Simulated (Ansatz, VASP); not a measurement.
## HgTe: VASP beside Ansatz

File POSCAR:

```
HgTe
1.0
    0.0000000000      3.4855206148      3.4855206148
    3.4855206148      0.0000000000      3.4855206148
    3.4855206148      3.4855206148      0.0000000000
Hg Te
1 1
Direct
    0.0000000000      0.0000000000      0.0000000000
    0.2500000000      0.2500000000      0.2500000000
```

File INCAR.step1:

```
ALGO = Normal ; EDIFF = 1E-5
ENCUT = 520 ; GGA = PE
ISIF = 2 ; ISMEAR = -1
LASPH = True ; LCHARG = False
LREAL = False ; LWAVE = True
NBANDS = 16 ; NELM = 60
PREC = Accurate ; SIGMA = 0.02
```

The input INCAR.step2:

```
ALGO = Normal ; EDIFF = 1E-7
ENCUT = 520 ; GGA = PE
HFSCREEN = 0.2079 ; ISIF = 2
ISMEAR = -1 ; ISTART = 1
LASPH = True ; LCHARG = False
LHFCALC = True ; LREAL = False
LWAVE = False ; NBANDS = 16
NELM = 60 ; PREC = Accurate
PRECFOCK = Normal ; SIGMA = 0.02
```

The input KPOINTS:

```
k-points
0
Gamma
  4 4 4
```

Input for Ansatz:

```yaml
crystal:
  lattice:
    - [0.0, 3.4855206148, 3.4855206148]
    - [3.4855206148, 0.0, 3.4855206148]
    - [3.4855206148, 3.4855206148, 0.0]
  atoms:
    - { symbol: Hg, position: [0.0, 0.0, 0.0] }
    - { symbol: Te, position: [0.25, 0.25, 0.25] }
kpoints:
  mp_grid: { grid: [4, 4, 4] }
  band_path:
    path:
      - [0.0, 0.0, 0.0]
      - [-0.5, -0.5, 0.0]
      - [-0.375, -0.375, 0.25]
      - [-0.375, 0.0, 0.375]
      - [0.0, 0.0, 0.5]
      - [-0.5, -0.25, 0.25]
    npoints: 1
hamiltonian:
  xc: hse06
scf:
  occupations: { method: fermi_dirac, width: 0.02 }
  n_extra_bands: 4
output:
  forces: true
  stress: true
  eigenvalues: true
```

Change from the starting cell: hydrostatic strain +6.0%.

Alike in both runs: task single point; functional HSE06; k mesh 4 × 4 × 4; occupations fermi-dirac, width 0.02 eV; no spin polarisation.

|  | VASP | Ansatz |
| --- | --- | --- |
| version | VASP 6.6.1 | Ansatz 0.2.0 |
| potentials or method | VASP PAW PBE potentials, release 64 (Hg, Te) | plane waves, PAW |
| plane-wave cutoff (eV) | 520 | 420 |
| valence electrons in the cell | 18 | 36 |

```tsv
	VASP	Ansatz	Ansatz less VASP
pressure (GPa)	-4.4	-4.4	+0.06
```

VASP's potentials hold 18 valence electrons a cell and Ansatz's 36, so a difference there can come from the potentials and not from the codes. Ansatz's warnings: filled band counts differ across k points, stress exchange threshold loose, stress scf threshold loose.

The k mesh is coarse, so the values compare programs but aren't converged. Spin-orbit coupling is off throughout.
